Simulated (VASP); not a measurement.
# CdS (Pm-3m) in VASP: single point with PBE

Aim: the single point of CdS with PBE.

Everything below comes from runs of VASP 6.6.1. Logs are shortened: lines on timing, memory, paths and dates and some standing lists are left out, and cuts for length are marked.

### Step 1. The cell of the first run

The structure is cubic, space group Pm-3m (No. 221). The conventional cell has a = 3.424 Å, b = 3.424 Å, c = 3.424 Å, α = 90.00°, β = 90.00°, γ = 90.00°. Within 3.9 Å of Cd (site symmetry m-3m) lie 8 S at 2.97 Å and 6 Cd at 3.42 Å. S (site symmetry m-3m) has 8 Cd at 2.97 Å and 6 S at 3.42 Å within 3.9 Å.

### Step 2. Single point, PBE

The input, INCAR:

```
PREC     = Accurate       # precision mode
ENCUT    = 500            # plane-wave cutoff, eV
EDIFF    = 1E-6           # SCF threshold, eV
ISMEAR   = 0              # smearing method
SIGMA    = 0.15           # smearing width, eV
LREAL    = F              # projectors in reciprocal space
LASPH    = T              # aspherical terms in the spheres
NELM     = 120            # most SCF steps
ALGO     = Normal         # electronic algorithm
ISIF     = 2              # what is computed and relaxed
LWAVE    = F              # write WAVECAR
LCHARG   = F              # write CHGCAR
GGA      = PE             # functional
NBANDS   = 16             # bands
GGA_COMPAT= F
```

The input, KPOINTS:

```
regular mesh
0
Gamma
  4 4 4
```

The input, POSCAR:

```
CdS
1.0
    3.4244496356      0.0000000000      0.0000000000
    0.0000000000      3.4244496356      0.0000000000
    0.0000000000      0.0000000000      3.4244496356
Cd S
1 1
Direct
    0.5000000000      0.5000000000      0.5000000000
    0.0000000000      0.0000000000      0.0000000000
```

Potentials or basis: VASP PAW PBE potentials, release 64 (Cd, S).

Started as:

```bash
$ cat potpaw_PBE.64/Cd/POTCAR potpaw_PBE.64/S/POTCAR > POTCAR
$ mpirun -np 1 vasp_std > vasp.out
```

OUTCAR:

```text
PREC = Accurate
   ENCUT = 500
   EDIFF = 1E-6
   ISMEAR = 0
   LREAL = F
   LASPH = T
   NELM = 120
   ISIF = 2
   GGA = PE

 ion  position               nearest neighbor table
   1  0.500  0.500  0.500-   2 2.97   2 2.97   2 2.97   2 2.97   2 2.97   2 2.97   2 2.97   2 2.97

   2  0.000  0.000  0.000-   1 2.97   1 2.97   1 2.97   1 2.97   1 2.97   1 2.97   1 2.97   1 2.97

  LATTYP: Found a simple cubic cell.
 ALAT       =     3.4244496356

  Lattice vectors:

 A1 = (   3.4244496356,   0.0000000000,   0.0000000000)
 A2 = (   0.0000000000,   3.4244496356,   0.0000000000)
 A3 = (   0.0000000000,   0.0000000000,   3.4244496356)

Analysis of symmetry for initial positions (statically):
=====================================================================
 Subroutine PRICEL returns:
 Original cell was already a primitive cell.

 Routine SETGRP: Setting up the symmetry group for a
 simple cubic supercell.

 Subroutine GETGRP returns: Found 48 space group operations
 (whereof 48 operations were pure point group operations)
 out of a pool of 48 trial point group operations.

The static configuration has the point symmetry O_h .

Analysis of symmetry for dynamics (positions and initial velocities):
=====================================================================
 Subroutine PRICEL returns:
 Original cell was already a primitive cell.

 Routine SETGRP: Setting up the symmetry group for a
 simple cubic supercell.

 Subroutine GETGRP returns: Found 48 space group operations
 (whereof 48 operations were pure point group operations)
 out of a pool of 48 trial point group operations.

The dynamic configuration has the point symmetry O_h .

 Subroutine INISYM returns: Found 48 space group operations
 (whereof 48 operations are pure point group operations),
 and found     1 'primitive' translations

----------------------------------------------------------------------------------------

                                     Primitive cell

  volume of cell :      40.1580

  direct lattice vectors                    reciprocal lattice vectors
     3.424449636  0.000000000  0.000000000     0.292017727  0.000000000  0.000000000
     0.000000000  3.424449636  0.000000000     0.000000000  0.292017727  0.000000000
     0.000000000  0.000000000  3.424449636     0.000000000  0.000000000  0.292017727

  length of vectors
[... 65 lines left out ...]
   ENCUT  =  500.0 eV  36.75 Ry    6.06 a.u.   6.24  6.24  6.24*2*pi/ulx,y,z
   NELM   =    120;   NELMIN=  2; NELMDL= -5     # of ELM steps
   EDIFF  = 0.1E-05   stopping-criterion for ELM
   LREAL  =      F    real-space projection
   EDIFFG = 0.1E-04   stopping-criterion for IOM
   NSW    =      0    number of steps for IOM
   IBRION =     -1    ionic relax: 0-MD 1-quasi-New 2-CG
   NFREE  =      0    steps in history (QN), initial steepest desc. (CG)
   ISIF   =      2    stress and relaxation
   ISYM   =      2    0-nonsym 1-usesym 2-fastsym
   POTIM  = 0.5000    time-step for ionic-motion
   TEBEG  =    0.0;   TEEND  =   0.0 temperature during run
   PSTRESS=    0.0 pullay stress
   NELECT =      18.0000    total number of electrons
   NUPDOWN=      -1.0000    fix difference up-down
   EMIN   =  10.00;   EMAX   =-10.00  energy-range for DOS
   EFERMI =   0.00;   METHOD = LEGACY
   ISMEAR =     0;   SIGMA  =   0.15  broadening in eV -4-tet -1-fermi 0-gaus
   EFERMI_NEDOS =   21; number of points for ismear=-14 and -15
   IALGO  =     38    algorithm
   IMIX   =      4    mixing-type and parameters
     AMIX     =   0.40;   BMIX     =  1.00
     AMIX_MAG =   1.60;   BMIX_MAG =  1.00
  volume/ion in A,a.u.               =      20.08       135.50
  Fermi-wavevector in a.u.,A,eV,Ry     =   1.252876  2.367593 21.357054  1.569699
  Thomas-Fermi vector in A             =   2.386756
   LORBIT       =      0    0 simple, 1 ext, 2 COOP (PROOUT), +10 PAW based schemes
   GGA     = PE    functional components
   LHFCALC =     F    Hartree Fock is set to
   AEXX    =    0.0000 exact exchange contribution
   IVDW    =     0    specifies the selected vdW correction
   LEPSILON=     F    determine dielectric tensor
   LRPA    =     F    only Hartree local field effects (RPA)
 non-spin polarized calculation
 Gauss-broadening in eV      SIGMA  =   0.15
  energy-cutoff  :      500.00
  volume of cell :       40.16
 maximum number of plane-waves:      1064
 NGX is ok and might be reduce to    28
   NGX = 13   NGY = 13   NGZ = 13

 number of electron      18.0000000 magnetization

 Free energy of the ion-electron system (eV)
  ---------------------------------------------------
  ext. energy  EPLUGINS =         0.00000000
  ---------------------------------------------------
  free energy    TOTEN  =        -4.85165526 eV

  energy without entropy =       -4.81926692  energy(sigma->0) =       -4.83546109

 E-fermi :   3.6046     XC(G=0): -10.6508

 val. band max:        3.6042135502   @ k =   0.5000   0.5000   0.0000
 cond. band min:       5.0140969585   @ k =   0.2500   0.0000   0.0000
 fundamental gap:      1.4098834083
 Fermi energy:         3.6046049279

 k-point     1 :       0.0000    0.0000    0.0000
  band No.  band energies     occupation
      1      -9.6576      2.00000
      2      -4.8839      2.00000
      3      -4.8839      2.00000
      4      -4.3325      2.00000
      5      -4.3325      2.00000
      6      -4.3325      2.00000
[... 167 lines left out ...]
      3      -5.0112      2.00000
      4      -5.0112      2.00000
      5      -4.1362      2.00000
      6      -4.1362      2.00000
[... 8 lines left out ...]
     15      20.6451      0.00000
     16      20.6451      0.00000

------------------------ aborting loop because EDIFF is reached ----------------------------------------

  FORCE on cell =-STRESS in cart. coord.  units (eV):
  Direction    XX          YY          ZZ          XY          YZ          ZX
  --------------------------------------------------------------------------------------
  -------------------------------------------------------------------------------------
  Total       -0.1086801     -0.1086801     -0.1086801     -0.0000000     -0.0000000      0.0000000
  in kB       -4.3359901     -4.3359901     -4.3359901     -0.0000000     -0.0000000      0.0000000
  external PRESSURE =      -4.3359901 kB  Pullay stress =       0.0000000 kB

 VOLUME and BASIS-vectors are now :
 -----------------------------------------------------------------------------
  energy-cutoff  :      500.00
  volume of cell :       40.16
      direct lattice vectors                 reciprocal lattice vectors
     3.424449636  0.000000000  0.000000000     0.292017727  0.000000000  0.000000000
     0.000000000  3.424449636  0.000000000     0.000000000  0.292017727  0.000000000
     0.000000000  0.000000000  3.424449636     0.000000000  0.000000000  0.292017727

 POSITION                                       TOTAL-FORCE (eV/Angst)
 -----------------------------------------------------------------------------------
      1.71222      1.71222      1.71222         0.000000      0.000000      0.000000
      0.00000      0.00000      0.00000         0.000000      0.000000      0.000000
 -----------------------------------------------------------------------------------
    total drift:                                0.000000      0.000000      0.000000

  FREE ENERGIE OF THE ION-ELECTRON SYSTEM (eV)
  ---------------------------------------------------
  free  energy   TOTEN  =        -4.8516552630 eV

  energy  without entropy=       -4.8192669188  energy(sigma->0) =       -4.83546109
```

Wall time 13 s (1 thread of Intel Xeon 8259CL, shared host); peak memory 0.15 GiB.

Results:

- Free energy: -4.8517 eV
- Pressure: -0.4 GPa
- Band gap on the k mesh: zero (band 9 reaches 3.59 eV, above the bottom of band 10 at 2.62 eV)

Levels at points of the mesh, in eV from the Fermi level:
```
           k point  band 7  band 8  band 9  band 10  band 11  band 12
(0.00, 0.00, 0.00)   -1.18   -1.18   -1.18    -0.98     6.72     6.72
(0.50, 0.00, 0.00)   -5.69   -0.03   -0.03     3.35     4.34     7.34
(0.50, 0.50, 0.00)   -4.26   -4.26   -0.81     0.00     7.61     7.61
(0.50, 0.50, 0.50)   -1.98   -1.98   -1.98     1.97     1.97     1.97
```

Caveat: the k points lie up to 0.46 Å⁻¹ apart.
